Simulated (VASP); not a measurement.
# Al (P6_3/mmc) in VASP: notebook

Al is run at these levels: r2SCAN; tasks: single point.

Program: VASP 6.6.1. These are calculated values, not measurements. Logs are shortened: lines on timing, memory, paths and dates and some standing lists are left out, and cuts for length are marked.

## (1) The cell of the first run

The structure is hexagonal, space group P6_3/mmc (No. 194). The conventional cell has a = 2.812 Å, b = 2.812 Å, c = 4.867 Å, α = 90.00°, β = 90.00°, γ = 120.00°. Within 3.7 Å of Al (site symmetry -6m2) lie 12 Al at 2.81 to 2.93 Å.

## (2) Single point, r2SCAN

POSCAR reads:

```
Al
1.0
    2.8124550000      0.0000000000      0.0000000000
   -1.4062275000      2.4356574770      0.0000000000
    0.0000000000      0.0000000000      4.8668500000
Al
2
Direct
    0.6666670000      0.3333330000      0.7500000000
    0.3333330000      0.6666670000      0.2500000000
```

INCAR.step1 reads:

```
ALGO = Normal ; EDIFF = 1E-4
ENCUT = 520 ; GGA = PE
ISMEAR = -1 ; LASPH = True
LCHARG = False ; LREAL = False
LWAVE = True ; NBANDS = 10
NELM = 80 ; PREC = Accurate
SIGMA = 0.2
```

INCAR.step2 reads:

```
ALGO = Normal ; EDIFF = 1E-6
ENCUT = 520 ; ISIF = 2
ISMEAR = -1 ; ISTART = 1
LASPH = True ; LCHARG = True
LELF = True ; LMIXTAU = True
LREAL = False ; LVHAR = True
LWAVE = False ; METAGGA = R2SCAN
NBANDS = 10 ; NELM = 80
PREC = Accurate ; SIGMA = 0.2
```

KPOINTS reads:

```
k-points
0
Gamma
  14 14 7
```

Potentials or basis: VASP PAW PBE potentials, release 64 (Al).

Started as:

```sh
> cat potpaw_PBE.64/Al/POTCAR > POTCAR
> cp INCAR.step1 INCAR
> mpirun -np 1 vasp_std > vasp.out
> cp INCAR.step2 INCAR
> mpirun -np 1 vasp_std > vasp.out
```

OUTCAR:

```text
EDIFF = 1E-6
   ENCUT = 520
   ISIF = 2
   ISMEAR = -1
   ISTART = 1
   LASPH = True
   LREAL = False
   METAGGA = R2SCAN
   NELM = 80
   PREC = Accurate

 ion  position               nearest neighbor table
   1  0.667  0.333  0.750-   2 2.93   2 2.93   2 2.93   2 2.93   2 2.93   2 2.93
   2  0.333  0.667  0.250-   1 2.93   1 2.93   1 2.93   1 2.93   1 2.93   1 2.93

  LATTYP: Found a hexagonal cell.
 ALAT       =     2.8124550000
 C/A-ratio  =     1.7304632430

  Lattice vectors:

 A1 = (   2.8124550000,   0.0000000000,   0.0000000000)
 A2 = (  -1.4062275000,   2.4356574770,   0.0000000000)
 A3 = (   0.0000000000,   0.0000000000,   4.8668500000)

Analysis of symmetry for initial positions (statically):
=====================================================================
 Subroutine PRICEL returns:
 Original cell was already a primitive cell.

 Routine SETGRP: Setting up the symmetry group for a
 hexagonal supercell.

 Subroutine GETGRP returns: Found 24 space group operations
 (whereof 12 operations were pure point group operations)
 out of a pool of 24 trial point group operations.

The static configuration has the point symmetry D_3d.
 The point group associated with its full space group is D_6h.

Analysis of symmetry for dynamics (positions and initial velocities):
=====================================================================
 Subroutine PRICEL returns:
 Original cell was already a primitive cell.

 Routine SETGRP: Setting up the symmetry group for a
 hexagonal supercell.

 Subroutine GETGRP returns: Found 24 space group operations
 (whereof 12 operations were pure point group operations)
 out of a pool of 24 trial point group operations.

The dynamic configuration has the point symmetry D_3d.
 The point group associated with its full space group is D_6h.

 Subroutine INISYM returns: Found 24 space group operations
 (whereof 12 operations are pure point group operations),
 and found     1 'primitive' translations

----------------------------------------------------------------------------------------

                                     Primitive cell

  volume of cell :      33.3388

  direct lattice vectors                    reciprocal lattice vectors
     2.812455000  0.000000000  0.000000000     0.355561245  0.205283380  0.000000000
    -1.406227500  2.435657477  0.000000000     0.000000000  0.410566760  0.000000000
     0.000000000  0.000000000  4.866850000     0.000000000  0.000000000  0.205471712

  length of vectors
     2.812455000  2.812455000  4.866850000     0.410566760  0.410566760  0.205471712

  position of ions in fractional coordinates (direct lattice)
     0.666667000  0.333333000  0.750000000
     0.333333000  0.666667000  0.250000000

  ion indices of the primitive-cell ions
   primitive index   ion index
                 1           1
                 2           2

----------------------------------------------------------------------------------------

 KPOINTS: k-points

Automatic generation of k-mesh.
 Grid dimensions read from file:
 generate k-points for:   14   14    7

 Generating k-lattice:

  Cartesian coordinates                     Fractional coordinates (reciprocal lattice)
     0.025397232  0.014663099  0.000000000     0.071428571  0.000000000  0.000000000
     0.000000000  0.029326197  0.000000000     0.000000000  0.071428571  0.000000000
     0.000000000  0.000000000  0.029353102     0.000000000  0.000000000  0.142857143

  Length of vectors
     0.029326197  0.029326197  0.029353102

  Shift w.r.t. Gamma in fractional coordinates (k-lattice)
     0.000000000  0.000000000  0.000000000

 Subroutine IBZKPT returns following result:
 ===========================================

 Found     96 irreducible k-points:

 Following reciprocal coordinates:
            Coordinates               Weight
  0.000000  0.000000  0.000000      1.000000
  0.071429 -0.000000  0.000000      6.000000
  0.142857 -0.000000  0.000000      6.000000
  0.214286  0.000000  0.000000      6.000000
  0.285714  0.000000  0.000000      6.000000
  0.357143  0.000000  0.000000      6.000000
[... 16 lines left out ...]
  0.285714  0.285714  0.000000      6.000000
  0.357143  0.285714  0.000000      6.000000
 [... further k-points ...]
   k-points           NKPTS =     96   k-points in BZ     NKDIM =     96   number of bands    NBANDS=     10
   number of dos      NEDOS =    301   number of ions     NIONS =      2
   total plane-waves  NPLWV =  20736
   dimension x,y,z NGX =    24 NGY =   24 NGZ =   36
   dimension x,y,z NGXF=    48 NGYF=   48 NGZF=   72
   ions per type =               2
   NGX,Y,Z   is equivalent  to a cutoff of  14.19, 14.19, 12.30 a.u.
   NGXF,Y,Z  is equivalent  to a cutoff of  28.37, 28.37, 24.59 a.u.
 SYSTEM =  unknown system
   PREC   = accura    normal or accurate (medium, high low for compatibility)
   ISTART =      1    job   : 0-new  1-cont  2-samecut
   ICHARG =      0    charge: 1-file 2-atom 10-const
   ISPIN  =      1    spin polarized calculation?
   LNONCOLLINEAR =      F non collinear calculations
   LSORBIT =      F    spin-orbit coupling
   LASPH  =      T    aspherical Exc in radial PAW
   ENCUT  =  520.0 eV  38.22 Ry    6.18 a.u.   5.23  5.23  9.05*2*pi/ulx,y,z
   NELM   =     80;   NELMIN=  2; NELMDL=  0     # of ELM steps
   EDIFF  = 0.1E-05   stopping-criterion for ELM
   LREAL  =      F    real-space projection
   EDIFFG = 0.1E-04   stopping-criterion for IOM
   NSW    =      0    number of steps for IOM
   IBRION =     -1    ionic relax: 0-MD 1-quasi-New 2-CG
   NFREE  =      0    steps in history (QN), initial steepest desc. (CG)
   ISIF   =      2    stress and relaxation
   ISYM   =      2    0-nonsym 1-usesym 2-fastsym
   POTIM  = 0.5000    time-step for ionic-motion
   TEBEG  =    0.0;   TEEND  =   0.0 temperature during run
   PSTRESS=    0.0 pullay stress
   NELECT =       6.0000    total number of electrons
   NUPDOWN=      -1.0000    fix difference up-down
   EMIN   =  10.00;   EMAX   =-10.00  energy-range for DOS
   EFERMI =   0.00;   METHOD = LEGACY
   ISMEAR =    -1;   SIGMA  =   0.20  broadening in eV -4-tet -1-fermi 0-gaus
   EFERMI_NEDOS =   21; number of points for ismear=-14 and -15
   IALGO  =     38    algorithm
   IMIX   =      4    mixing-type and parameters
     AMIX     =   0.40;   BMIX     =  1.00
     AMIX_MAG =   1.60;   BMIX_MAG =  1.00
  volume/ion in A,a.u.               =      16.67       112.49
  Fermi-wavevector in a.u.,A,eV,Ry     =   0.924291  1.746656 11.623642  0.854314
  Thomas-Fermi vector in A             =   2.050021
   LORBIT       =      0    0 simple, 1 ext, 2 COOP (PROOUT), +10 PAW based schemes
   METAGGA = R2SCAN    functional components
   LHFCALC =     F    Hartree Fock is set to
   AEXX    =    0.0000 exact exchange contribution
   IVDW    =     0    specifies the selected vdW correction
   LEPSILON=     F    determine dielectric tensor
   LRPA    =     F    only Hartree local field effects (RPA)
 non-spin polarized calculation
  energy-cutoff  :      520.00
  volume of cell :       33.34
 maximum number of plane-waves:       912
 NGX is ok and might be reduce to    24
   NGX = 11   NGY = 11   NGZ = 19

 number of electron       6.0000000 magnetization

 Free energy of the ion-electron system (eV)
  ---------------------------------------------------
  ext. energy  EPLUGINS =         0.00000000
  ---------------------------------------------------
  free energy    TOTEN  =       -13.42524098 eV

  energy without entropy =      -13.32467223  energy(sigma->0) =      -13.37495661

 E-fermi :   7.9009     XC(G=0): -10.8759

 val. band max:        7.8633011082   @ k =   0.2143   0.0000   0.2857
 cond. band min:       7.9192519643   @ k =   0.3571   0.0000   0.4286
 fundamental gap:      0.0559508561
 Fermi energy:         7.9008577096

 k-point     1 :       0.0000    0.0000    0.0000
  band No.  band energies     occupation
      1      -3.8675      2.00000
      2       2.6390      2.00000
      3       2.6570      2.00000
      4      19.6931      0.00000
      5      20.1577      0.00000
      6      20.1577      0.00000
      7      20.2678      0.00000
      8      20.2678      0.00000
      9      21.2542      0.00000
     10      23.6567      0.00000

 k-point     2 :       0.0714   -0.0000    0.0000
  band No.  band energies     occupation
      1      -3.7321      2.00000
      2       2.7664      2.00000
      3       2.7881      2.00000
      4      17.5994      0.00000
      5      18.7279      0.00000
      6      19.5140      0.00000
      7      20.8121      0.00000
      8      21.3344      0.00000
      9      21.8798      0.00000
     10      23.2891      0.00000

 k-point     3 :       0.1429   -0.0000    0.0000
  band No.  band energies     occupation
      1      -3.3266      2.00000
      2       3.1486      2.00000
      3       3.1789      2.00000
      4      14.7094      0.00000
      5      17.4687      0.00000
      6      18.5319      0.00000
      7      19.9974      0.00000
      8      20.7240      0.00000
      9      21.8523      0.00000
     10      22.0327      0.00000

 k-point     4 :       0.2143    0.0000    0.0000
  band No.  band energies     occupation
      1      -2.6535      2.00000
      2       3.7857      2.00000
      3       3.8202      2.00000
      4      11.9203      0.00000
      5      16.4386      0.00000
      6      16.9080      0.00000
      7      18.0284      0.00000
      8      18.6357      0.00000
      9      21.7042      0.00000
     10      21.8539      0.00000
[... 222 lines left out ...]
 k-point    22 :       0.3571    0.2143    0.0000
  band No.  band energies     occupation
      1       2.6085      2.00000
      2       4.3765      2.00000
      3       7.6532      1.55062
      4       8.8151      0.02048
      5       9.1834      0.00328
      6      10.7436      0.00000
      7      11.5012      0.00000
      8      14.4571      0.00000
      9      14.6720      0.00000
     10      23.6060      0.00000

 k-point    23 :       0.2857    0.2857    0.0000
  band No.  band energies     occupation
      1       2.4810      2.00000
      2       5.8912      1.99991
      3       6.0410      1.99982
      4       8.7127      0.03393
      5       9.1132      0.00465
      6      11.8943      0.00000
      7      12.4021      0.00000
      8      13.0315      0.00000
      9      13.3751      0.00000
     10      25.8619      0.00000

 k-point    24 :       0.3571    0.2857    0.0000
  band No.  band energies     occupation
      1       4.1256      2.00000
      2       4.1468      2.00000
      3       5.8689      1.99992
      4       9.8788      0.00010
      5      10.0203      0.00005
      6      10.6573      0.00000
      7      11.6499      0.00000
      8      12.5784      0.00000
      9      12.9384      0.00000
     10      26.2953      0.00000

 [... further k-points ...]
[... 5 lines left out ...]
  --------------------------------------------------------------------------------------
  -------------------------------------------------------------------------------------
  Total       -0.4578725     -0.4578725     -0.9989278      0.0000000     -0.0000000      0.0000000
  in kB      -22.0041899    -22.0041899    -48.0059365      0.0000000     -0.0000000      0.0000000
  external PRESSURE =     -30.6714388 kB  Pullay stress =       0.0000000 kB

 VOLUME and BASIS-vectors are now :
 -----------------------------------------------------------------------------
  energy-cutoff  :      520.00
  volume of cell :       33.34
      direct lattice vectors                 reciprocal lattice vectors
     2.812455000  0.000000000  0.000000000     0.355561245  0.205283380  0.000000000
    -1.406227500  2.435657477  0.000000000     0.000000000  0.410566760  0.000000000
     0.000000000  0.000000000  4.866850000     0.000000000  0.000000000  0.205471712

 POSITION                                       TOTAL-FORCE (eV/Angst)
 -----------------------------------------------------------------------------------
      1.40623      0.81189      3.65014        -0.000000      0.000000      0.000000
     -0.00000      1.62377      1.21671         0.000000     -0.000000      0.000000
 -----------------------------------------------------------------------------------
    total drift:                                0.000013     -0.000008     -0.000000

  FREE ENERGIE OF THE ION-ELECTRON SYSTEM (eV)
  ---------------------------------------------------
  free  energy   TOTEN  =       -13.4252409772 eV

  energy  without entropy=      -13.3246722345  energy(sigma->0) =      -13.37495661
```

Run time: 3.6 min. Hardware: 1 thread of AMD EPYC 7R13, shared host; peak memory 0.14 GiB.

Results:

* Free energy: -13.4252 eV
* Pressure: -3.1 GPa
* Band gap on the k mesh: zero (band 3 reaches 10.52 eV, above the bottom of band 4 at 4.94 eV)

Caveat: the PAW data sets were made with another functional, which shifts forces and pressure a little.

## (3) Single point, r2SCAN

POSCAR is that of step 2.

INCAR.step1 reads:

```
SYSTEM = Al
  ALGO = Normal
  EDIFF = 1E-4
  ENCUT = 520
  GGA = PE
  ISMEAR = -1
  LASPH = .TRUE.
  LCHARG = .FALSE.
  LREAL = .FALSE.
  LWAVE = .TRUE.
  NBANDS = 10
  NELM = 100
  PREC = Accurate
  SIGMA = 0.1
```

INCAR.step2 reads:

```
SYSTEM = Al
  ALGO = Normal
  EDIFF = 1E-6
  ENCUT = 520
  ISIF = 2
  ISMEAR = -1
  ISTART = 1
  LASPH = .TRUE.
  LCHARG = .FALSE.
  LMIXTAU = .TRUE.
  LREAL = .FALSE.
  LWAVE = .FALSE.
  METAGGA = R2SCAN
  NBANDS = 10
  NELM = 100
  PREC = Accurate
  SIGMA = 0.1
```

KPOINTS reads:

```
k-points
0
G
  14 14 7
  0 0 0
```

Potentials or basis: VASP PAW PBE potentials, release 64 (Al).

Started as:

```sh
> cat potpaw_PBE.64/Al/POTCAR > POTCAR
> cp INCAR.step1 INCAR
> mpirun -np 1 vasp_std > vasp.out
> cp INCAR.step2 INCAR
> mpirun -np 1 vasp_std > vasp.out
```

Wall time 3.1 min (1 thread of AMD EPYC 7R13, shared host); peak memory 0.14 GiB.

Results (log left out):

- Free energy: -13.3893 eV
- Pressure: -3.2 GPa
- Band gap on the k mesh: zero (band 3 reaches 10.52 eV, above the bottom of band 4 at 4.94 eV)

Stress tensor (GPa, compression positive):
```
-2.41  0.00  0.00
 0.00 -2.41  0.00
 0.00  0.00 -4.84
```

Levels at points of the mesh, in eV from the Fermi level:
| k point | band 1 | band 2 | band 3 | band 4 | band 5 | band 6 |
| --- | --- | --- | --- | --- | --- | --- |
| (0.00, 0.00, 0.00) | -11.77 | -5.26 | -5.24 | 11.79 | 12.26 | 12.26 |
| (0.50, 0.00, 0.00) | -5.31 | -5.28 | 0.62 | 0.74 | 1.40 | 1.57 |

Caveat: the PAW data sets were made with another functional, which shifts forces and pressure a little.
